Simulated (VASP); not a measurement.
Here is a VASP 6.6.1 calculation.

Contents of INCAR:

```
PREC     = Accurate       # precision mode
ENCUT    = 600            # plane-wave cutoff, eV
EDIFF    = 1E-6           # SCF threshold, eV
ISMEAR   = 0              # smearing method
SIGMA    = 0.01           # smearing width, eV
LREAL    = F              # projectors in reciprocal space
LASPH    = T              # aspherical terms in the spheres
NELM     = 120            # most SCF steps
ALGO     = Normal         # electronic algorithm
ISIF     = 2              # what is computed and relaxed
LWAVE    = F              # write WAVECAR
LCHARG   = F              # write CHGCAR
GGA      = PE             # functional
NBANDS   = 11             # bands
GGA_COMPAT= F
```

Contents of KPOINTS:

```
regular mesh
0
Gamma
  10 10 10
```

File POSCAR:

```
BN
1.0
    0.0000000000      1.7753526885      1.7753526885
    1.7753526885      0.0000000000      1.7753526885
    1.7753526885      1.7753526885      0.0000000000
B N
1 1
Direct
    0.0000000000      0.0000000000      0.0000000000
    0.2500000000      0.2500000000      0.2500000000
```

Potentials or basis: VASP PAW PBE potentials, release 64 (B, N).

Command:

```sh
$ cat potpaw_PBE.64/B/POTCAR potpaw_PBE.64/N/POTCAR > POTCAR
$ mpirun -np 1 vasp_std > vasp.out
```

Problem. Estimate the band gap on the k mesh.

Solution. 4.51 eV, indirect (least direct gap 9.08 eV).

Problem. What does it give for the pressure?

Solution. 25.9 GPa.

 A k mesh can miss the band edges.
